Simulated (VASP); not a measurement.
# LiCl (Fm-3m) in VASP: settings compared

Aim: see how the results for LiCl move with the level of theory and the settings. Levels: PBE, LDA, r2SCAN. Tasks: single point.

Program: VASP 6.6.1. These are calculated values, not measurements. Logs are shortened: lines on timing, memory, paths and dates and some standing lists are left out, and cuts for length are marked.

**1. The cell of the first run**

The structure is cubic, space group Fm-3m (No. 225). The conventional cell has a = 5.112 Å, b = 5.112 Å, c = 5.112 Å, α = 90.00°, β = 90.00°, γ = 90.00°. Within 3.4 Å of Li (site symmetry m-3m) lie 6 Cl at 2.56 Å. Within 3.4 Å of Cl (site symmetry m-3m) lie 6 Li at 2.56 Å.

**2. Single point, PBE**

The input, INCAR:

```
SYSTEM = LiCl
ALGO = Normal
EDIFF = 1E-7
ENCUT = 520
GGA = PE
ISIF = 2
ISMEAR = -1
LASPH = .TRUE.
LCHARG = .FALSE.
LREAL = .FALSE.
LWAVE = .FALSE.
NBANDS = 12
NELM = 60
PREC = Accurate
SIGMA = 0.02
```

The input, KPOINTS:

```
k-points
0
G
  8 8 8
  0 0 0
```

The input, POSCAR:

```
LiCl
1.0
    0.0000000000      2.5560252152      2.5560252152
    2.5560252152      0.0000000000      2.5560252152
    2.5560252152      2.5560252152      0.0000000000
Li Cl
1 1
Direct
    0.0000000000      0.0000000000      0.0000000000
    0.5000000000      0.5000000000      0.5000000000
```

Potentials or basis: VASP PAW PBE potentials, release 64 (Li_sv, Cl).

Run with:

```
$ cat potpaw_PBE.64/Li_sv/POTCAR potpaw_PBE.64/Cl/POTCAR > POTCAR
$ mpirun -np 1 vasp_std > vasp.out
```

OUTCAR:

```text
SYSTEM = LiCl
   EDIFF = 1E-7
   ENCUT = 520
   GGA = PE
   ISIF = 2
   ISMEAR = -1
   LASPH = .TRUE.
   LREAL = .FALSE.
   NELM = 60
   PREC = Accurate

 ion  position               nearest neighbor table
   1  0.000  0.000  0.000-   2 2.56   2 2.56   2 2.56   2 2.56   2 2.56   2 2.56
   2  0.500  0.500  0.500-   1 2.56   1 2.56   1 2.56   1 2.56   1 2.56   1 2.56

  LATTYP: Found a face centered cubic cell.
 ALAT       =     5.1120504304

  Lattice vectors:

 A1 = (   0.0000000000,   2.5560252152,   2.5560252152)
 A2 = (   2.5560252152,   0.0000000000,   2.5560252152)
 A3 = (   2.5560252152,   2.5560252152,   0.0000000000)

Analysis of symmetry for initial positions (statically):
=====================================================================
 Subroutine PRICEL returns:
 Original cell was already a primitive cell.

 Routine SETGRP: Setting up the symmetry group for a
 face centered cubic supercell.

 Subroutine GETGRP returns: Found 48 space group operations
 (whereof 48 operations were pure point group operations)
 out of a pool of 48 trial point group operations.

The static configuration has the point symmetry O_h .

Analysis of symmetry for dynamics (positions and initial velocities):
=====================================================================
 Subroutine PRICEL returns:
 Original cell was already a primitive cell.

 Routine SETGRP: Setting up the symmetry group for a
 face centered cubic supercell.

 Subroutine GETGRP returns: Found 48 space group operations
 (whereof 48 operations were pure point group operations)
 out of a pool of 48 trial point group operations.

The dynamic configuration has the point symmetry O_h .

 Subroutine INISYM returns: Found 48 space group operations
 (whereof 48 operations are pure point group operations),
 and found     1 'primitive' translations

----------------------------------------------------------------------------------------

                                     Primitive cell

  volume of cell :      33.3984

  direct lattice vectors                    reciprocal lattice vectors
     0.000000000  2.556025215  2.556025215    -0.195616224  0.195616224  0.195616224
     2.556025215  0.000000000  2.556025215     0.195616224 -0.195616224  0.195616224
     2.556025215  2.556025215  0.000000000     0.195616224  0.195616224 -0.195616224

  length of vectors
     3.614765525  3.614765525  3.614765525     0.338817238  0.338817238  0.338817238

  position of ions in fractional coordinates (direct lattice)
     0.000000000  0.000000000  0.000000000
     0.500000000  0.500000000  0.500000000

  ion indices of the primitive-cell ions
   primitive index   ion index
                 1           1
                 2           2

----------------------------------------------------------------------------------------

 KPOINTS: k-points

Automatic generation of k-mesh.
 Grid dimensions read from file:
 generate k-points for:    8    8    8

 Generating k-lattice:

  Cartesian coordinates                     Fractional coordinates (reciprocal lattice)
    -0.024452028  0.024452028  0.024452028     0.125000000  0.000000000  0.000000000
     0.024452028 -0.024452028  0.024452028     0.000000000  0.125000000  0.000000000
     0.024452028  0.024452028 -0.024452028     0.000000000  0.000000000  0.125000000

  Length of vectors
     0.042352155  0.042352155  0.042352155

  Shift w.r.t. Gamma in fractional coordinates (k-lattice)
     0.000000000  0.000000000  0.000000000

 Subroutine IBZKPT returns following result:
 ===========================================

 Found     29 irreducible k-points:

 Following reciprocal coordinates:
            Coordinates               Weight
  0.000000  0.000000  0.000000      1.000000
  0.125000  0.000000  0.000000      8.000000
  0.250000  0.000000  0.000000      8.000000
  0.375000  0.000000  0.000000      8.000000
  0.500000  0.000000  0.000000      4.000000
  0.125000  0.125000  0.000000      6.000000
[... 16 lines left out ...]
  0.500000  0.250000  0.125000     48.000000
 -0.375000  0.250000  0.125000     24.000000
 [... further k-points ...]
   k-points           NKPTS =     29   k-points in BZ     NKDIM =     29   number of bands    NBANDS=     12
   number of dos      NEDOS =    301   number of ions     NIONS =      2
   total plane-waves  NPLWV =  21952
   dimension x,y,z NGX =    28 NGY =   28 NGZ =   28
   dimension x,y,z NGXF=    56 NGYF=   56 NGZF=   56
   ions per type =               1   1
   NGX,Y,Z   is equivalent  to a cutoff of  12.88, 12.88, 12.88 a.u.
   NGXF,Y,Z  is equivalent  to a cutoff of  25.75, 25.75, 25.75 a.u.
 SYSTEM =  LiCl
   PREC   = accura    normal or accurate (medium, high low for compatibility)
   ISTART =      0    job   : 0-new  1-cont  2-samecut
   ICHARG =      2    charge: 1-file 2-atom 10-const
   ISPIN  =      1    spin polarized calculation?
   LNONCOLLINEAR =      F non collinear calculations
   LSORBIT =      F    spin-orbit coupling
   LASPH  =      T    aspherical Exc in radial PAW
   ENCUT  =  520.0 eV  38.22 Ry    6.18 a.u.   6.72  6.72  6.72*2*pi/ulx,y,z
   NELM   =     60;   NELMIN=  2; NELMDL= -5     # of ELM steps
   EDIFF  = 0.1E-06   stopping-criterion for ELM
   LREAL  =      F    real-space projection
   EDIFFG = 0.1E-05   stopping-criterion for IOM
   NSW    =      0    number of steps for IOM
   IBRION =     -1    ionic relax: 0-MD 1-quasi-New 2-CG
   NFREE  =      0    steps in history (QN), initial steepest desc. (CG)
   ISIF   =      2    stress and relaxation
   ISYM   =      2    0-nonsym 1-usesym 2-fastsym
   POTIM  = 0.5000    time-step for ionic-motion
   TEBEG  =    0.0;   TEEND  =   0.0 temperature during run
   PSTRESS=    0.0 pullay stress
   NELECT =      10.0000    total number of electrons
   NUPDOWN=      -1.0000    fix difference up-down
   EMIN   =  10.00;   EMAX   =-10.00  energy-range for DOS
   EFERMI =   0.00;   METHOD = LEGACY
   ISMEAR =    -1;   SIGMA  =   0.02  broadening in eV -4-tet -1-fermi 0-gaus
   EFERMI_NEDOS =   21; number of points for ismear=-14 and -15
   IALGO  =     38    algorithm
   IMIX   =      4    mixing-type and parameters
     AMIX     =   0.40;   BMIX     =  1.00
     AMIX_MAG =   1.60;   BMIX_MAG =  1.00
  volume/ion in A,a.u.               =      16.70       112.69
  Fermi-wavevector in a.u.,A,eV,Ry     =   1.095216  2.069658 16.320156  1.199498
  Thomas-Fermi vector in A             =   2.231535
   LORBIT       =      0    0 simple, 1 ext, 2 COOP (PROOUT), +10 PAW based schemes
   GGA     = PE    functional components
   LHFCALC =     F    Hartree Fock is set to
   AEXX    =    0.0000 exact exchange contribution
   IVDW    =     0    specifies the selected vdW correction
   LEPSILON=     F    determine dielectric tensor
   LRPA    =     F    only Hartree local field effects (RPA)
 non-spin polarized calculation
  energy-cutoff  :      520.00
  volume of cell :       33.40
 maximum number of plane-waves:       934
   NGX = 13   NGY = 13   NGZ = 13

 number of electron      10.0000003 magnetization

 Free energy of the ion-electron system (eV)
  ---------------------------------------------------
  ext. energy  EPLUGINS =         0.00000000
  ---------------------------------------------------
  free energy    TOTEN  =        -7.38457037 eV

  energy without entropy =       -7.38457037  energy(sigma->0) =       -7.38457037

 E-fermi :   1.0760     XC(G=0):  -8.7751

 val. band max:        0.6569269004   @ k =   0.0000   0.0000   0.0000
 cond. band min:       7.0569752072   @ k =   0.0000   0.0000   0.0000
 fundamental gap:      6.4000483068
 Fermi energy:         1.0759692757

 k-point     1 :       0.0000    0.0000    0.0000
  band No.  band energies     occupation
      1     -42.8477      2.00000
      2     -12.7759      2.00000
      3       0.6569      2.00000
      4       0.6569      2.00000
      5       0.6569      2.00000
      6       7.0570      0.00000
      7      12.6038      0.00000
      8      12.6038      0.00000
      9      12.6038      0.00000
     10      15.2475      0.00000
     11      15.2476      0.00000
     12      15.2512      0.00000

 k-point     2 :       0.1250    0.0000    0.0000
  band No.  band energies     occupation
      1     -42.8473      2.00000
      2     -12.6987      2.00000
      3       0.1241      2.00000
      4       0.6151      2.00000
      5       0.6151      2.00000
      6       7.5169      0.00000
      7      11.8252      0.00000
      8      12.5103      0.00000
      9      12.5104      0.00000
     10      13.7828      0.00000
     11      13.7828      0.00000
     12      15.7100      0.00000

 k-point     3 :       0.2500    0.0000    0.0000
  band No.  band energies     occupation
      1     -42.8463      2.00000
      2     -12.5019      2.00000
      3      -0.9438      2.00000
      4       0.5197      2.00000
      5       0.5197      2.00000
      6       7.9211      0.00000
      7      11.3640      0.00000
      8      11.3640      0.00000
      9      11.6871      0.00000
     10      14.6352      0.00000
     11      14.6352      0.00000
     12      16.2829      0.00000
[... 286 lines left out ...]
 k-point    23 :       0.5000    0.2500    0.1250
  band No.  band energies     occupation
      1     -42.8447      2.00000
      2     -12.1559      2.00000
      3      -1.6882      2.00000
      4      -0.5718      2.00000
      5       0.1586      2.00000
      6       9.0785      0.00000
      7      10.0532      0.00000
      8      11.0485      0.00000
      9      12.0947      0.00000
     10      15.1246      0.00000
     11      18.2091      0.00000
     12      18.6132      0.00000

 k-point    24 :      -0.3750    0.2500    0.1250
  band No.  band energies     occupation
      1     -42.8444      2.00000
      2     -12.0752      2.00000
      3      -1.9235      2.00000
      4      -0.6688      2.00000
      5       0.0689      2.00000
      6       8.8931      0.00000
      7       9.9999      0.00000
      8      11.2294      0.00000
      9      12.4831      0.00000
     10      16.2401      0.00000
     11      16.8550      0.00000
     12      18.9056      0.00000

 [... further k-points ...]
[... 5 lines left out ...]
  --------------------------------------------------------------------------------------
  -------------------------------------------------------------------------------------
  Total        0.1323150      0.1323150      0.1323150      0.0000000      0.0000000      0.0000000
  in kB        6.3473783      6.3473783      6.3473783      0.0000000      0.0000000      0.0000000
  external PRESSURE =       6.3473783 kB  Pullay stress =       0.0000000 kB

 VOLUME and BASIS-vectors are now :
 -----------------------------------------------------------------------------
  energy-cutoff  :      520.00
  volume of cell :       33.40
      direct lattice vectors                 reciprocal lattice vectors
     0.000000000  2.556025215  2.556025215    -0.195616224  0.195616224  0.195616224
     2.556025215  0.000000000  2.556025215     0.195616224 -0.195616224  0.195616224
     2.556025215  2.556025215  0.000000000     0.195616224  0.195616224 -0.195616224

 POSITION                                       TOTAL-FORCE (eV/Angst)
 -----------------------------------------------------------------------------------
      0.00000      0.00000      0.00000        -0.000000     -0.000000     -0.000000
      2.55603      2.55603      2.55603         0.000000      0.000000      0.000000
 -----------------------------------------------------------------------------------
    total drift:                                0.000000      0.000000      0.000000

  FREE ENERGIE OF THE ION-ELECTRON SYSTEM (eV)
  ---------------------------------------------------
  free  energy   TOTEN  =        -7.3845703741 eV

  energy  without entropy=       -7.3845703741  energy(sigma->0) =       -7.38457037
```

It took 7 s on 1 thread of AMD EPYC 9R45 (Zen 5), shared host; peak memory 0.12 GiB.

What came out:

* Free energy: -7.3846 eV
* Band gap on the k mesh: 6.40 eV, direct

Caveat: the cutoff is under 1.25 times the usual one of these potentials, so pressure, stress and relaxed cells hold a basis-set (Pulay) error. A k mesh can miss the band edges.

**3. Single point, LDA**

The input, INCAR:

```
PREC = Accurate ; ENCUT = 520
EDIFF = 1E-6 ; ISMEAR = 0
SIGMA = 0.01 ; LREAL = F
LASPH = T ; NELM = 60
ALGO = Normal ; ISIF = 2
LWAVE = F ; LCHARG = F
GGA = CA ; NBANDS = 12
```

The input, KPOINTS:

```
regular mesh
0
Gamma
  8 8 8
```

POSCAR is that of step 2.

Potentials or basis: VASP PAW LDA potentials, release 64 (Li_sv, Cl).

Run with:

```
$ cat potpaw_LDA.64/Li_sv/POTCAR potpaw_LDA.64/Cl/POTCAR > POTCAR
$ mpirun -np 1 vasp_std > vasp.out
```

OUTCAR:

```text
PREC = Accurate
   ENCUT = 520
   EDIFF = 1E-6
   ISMEAR = 0
   LREAL = F
   LASPH = T
   NELM = 60
   ISIF = 2
   GGA = CA

 ion  position               nearest neighbor table
   1  0.000  0.000  0.000-   2 2.56   2 2.56   2 2.56   2 2.56   2 2.56   2 2.56
   2  0.500  0.500  0.500-   1 2.56   1 2.56   1 2.56   1 2.56   1 2.56   1 2.56

  LATTYP: Found a face centered cubic cell.
 ALAT       =     5.1120504304

  Lattice vectors:

 A1 = (   0.0000000000,   2.5560252152,   2.5560252152)
 A2 = (   2.5560252152,   0.0000000000,   2.5560252152)
[... 537 lines left out ...]
      8      10.8187      0.00000
      9      12.0901      0.00000
     10      15.8796      0.00000
     11      16.4409      0.00000
     12      18.6875      0.00000

 [... further k-points ...]
[... 5 lines left out ...]
  --------------------------------------------------------------------------------------
  -------------------------------------------------------------------------------------
  Total       -0.6328523     -0.6328523     -0.6328523      0.0000000      0.0000000      0.0000000
  in kB      -30.3590054    -30.3590054    -30.3590054      0.0000000      0.0000000      0.0000000
  external PRESSURE =     -30.3590054 kB  Pullay stress =       0.0000000 kB

 VOLUME and BASIS-vectors are now :
 -----------------------------------------------------------------------------
  energy-cutoff  :      520.00
  volume of cell :       33.40
      direct lattice vectors                 reciprocal lattice vectors
     0.000000000  2.556025215  2.556025215    -0.195616224  0.195616224  0.195616224
     2.556025215  0.000000000  2.556025215     0.195616224 -0.195616224  0.195616224
     2.556025215  2.556025215  0.000000000     0.195616224  0.195616224 -0.195616224

 POSITION                                       TOTAL-FORCE (eV/Angst)
 -----------------------------------------------------------------------------------
      0.00000      0.00000      0.00000         0.000000      0.000000      0.000000
      2.55603      2.55603      2.55603        -0.000000     -0.000000     -0.000000
 -----------------------------------------------------------------------------------
    total drift:                                0.000000      0.000000      0.000000

  FREE ENERGIE OF THE ION-ELECTRON SYSTEM (eV)
  ---------------------------------------------------
  free  energy   TOTEN  =        -8.0686525279 eV

  energy  without entropy=       -8.0686525279  energy(sigma->0) =       -8.06865253
```

OSZICAR:

```text
N       E                     dE             d eps       ncg     rms          rms(c)
DAV:   1     0.387571667050E+02    0.38757E+02   -0.39806E+03   696   0.754E+02
DAV:   2    -0.569919871298E+01   -0.44456E+02   -0.42201E+02   864   0.144E+02
DAV:   3    -0.809549419009E+01   -0.23963E+01   -0.23880E+01   932   0.332E+01
DAV:   4    -0.814407773621E+01   -0.48584E-01   -0.48568E-01   968   0.485E+00
DAV:   5    -0.814449452757E+01   -0.41679E-03   -0.41679E-03   916   0.458E-01    0.236E+00
DAV:   6    -0.807609938618E+01    0.68395E-01   -0.12555E-01   876   0.156E+00    0.163E+00
DAV:   7    -0.806879532706E+01    0.73041E-02   -0.30570E-02  1056   0.855E-01    0.814E-01
DAV:   8    -0.806866859692E+01    0.12673E-03   -0.25423E-03   968   0.335E-01    0.134E-01
DAV:   9    -0.806864340202E+01    0.25195E-04   -0.13018E-04   900   0.763E-02    0.334E-02
DAV:  10    -0.806865273721E+01   -0.93352E-05   -0.10129E-05   816   0.212E-02    0.102E-02
DAV:  11    -0.806865252795E+01    0.20926E-06   -0.17764E-06   764   0.842E-03
   1 F= -.80686525E+01 E0= -.80686525E+01  d E =-.671360E-53
```

It took 5.1 s on 1 thread of AMD EPYC 9R45 (Zen 5), shared host; peak memory 0.1 GiB.

Results:

| Item | Value |
| --- | --- |
| Free energy | -8.0687 eV |
| Band gap on the k mesh | 6.06 eV, direct |

Caveat: the cutoff is under 1.25 times the usual one of these potentials, so pressure, stress and relaxed cells hold a basis-set (Pulay) error. A k mesh can miss the band edges.

**4. Single point, r2SCAN**

POSCAR is that of step 3.

The input, INCAR.step1:

```
SYSTEM = LiCl
PREC = Accurate ; ENCUT = 520
ISMEAR = -1 ; SIGMA = 0.02
LREAL = .FALSE. ; LASPH = .TRUE.
NELM = 80 ; NBANDS = 12
GGA = PE ; ALGO = Normal
EDIFF = 1E-4 ; LWAVE = .TRUE.
LCHARG = .FALSE.
```

The input, INCAR.step2:

```
SYSTEM = LiCl
PREC = Accurate ; ENCUT = 520
EDIFF = 1E-7 ; ISMEAR = -1
SIGMA = 0.02 ; LREAL = .FALSE.
LASPH = .TRUE. ; NELM = 80
ALGO = Normal ; ISIF = 2
LWAVE = .FALSE. ; LCHARG = .FALSE.
METAGGA = R2SCAN ; LMIXTAU = .TRUE.
NBANDS = 12 ; ISTART = 1
```

The input, KPOINTS:

```
Automatic mesh
0
G
  8 8 8
  0 0 0
```

Potentials or basis: VASP PAW PBE potentials, release 64 (Li_sv, Cl).

Run with:

```
$ cat potpaw_PBE.64/Li_sv/POTCAR potpaw_PBE.64/Cl/POTCAR > POTCAR
$ cp INCAR.step1 INCAR
$ mpirun -np 1 vasp_std > vasp.out
$ cp INCAR.step2 INCAR
$ mpirun -np 1 vasp_std > vasp.out
```

Wall time 36 s (1 thread of AMD EPYC 9R45 (Zen 5), shared host); peak memory 0.13 GiB.

It converged, with:

- Free energy: -12.5881 eV
- Band gap on the k mesh: 7.36 eV, direct

Levels at points of the mesh, in eV from the valence-band top:
```
           k point  band 1  band 2  band 3  band 4  band 5  band 6  band 7  band 8  band 9  band 10
(0.00, 0.00, 0.00)  -44.80  -14.02    0.00    0.00    0.00    7.36   12.67   12.67   12.67    15.41
(0.50, 0.00, 0.00)  -44.80  -13.42   -2.88   -0.28   -0.28    7.55   10.32   10.32   14.32    18.07
(0.50, 0.50, 0.00)  -44.79  -13.17   -2.98   -1.14   -1.14    8.79    8.91   13.67   15.50    15.50
```

Caveat: the cutoff is under 1.25 times the usual one of these potentials, so pressure, stress and relaxed cells hold a basis-set (Pulay) error; the PAW data sets were made with another functional, which shifts forces and pressure a little.

(Part 1 of 2 ends here.)
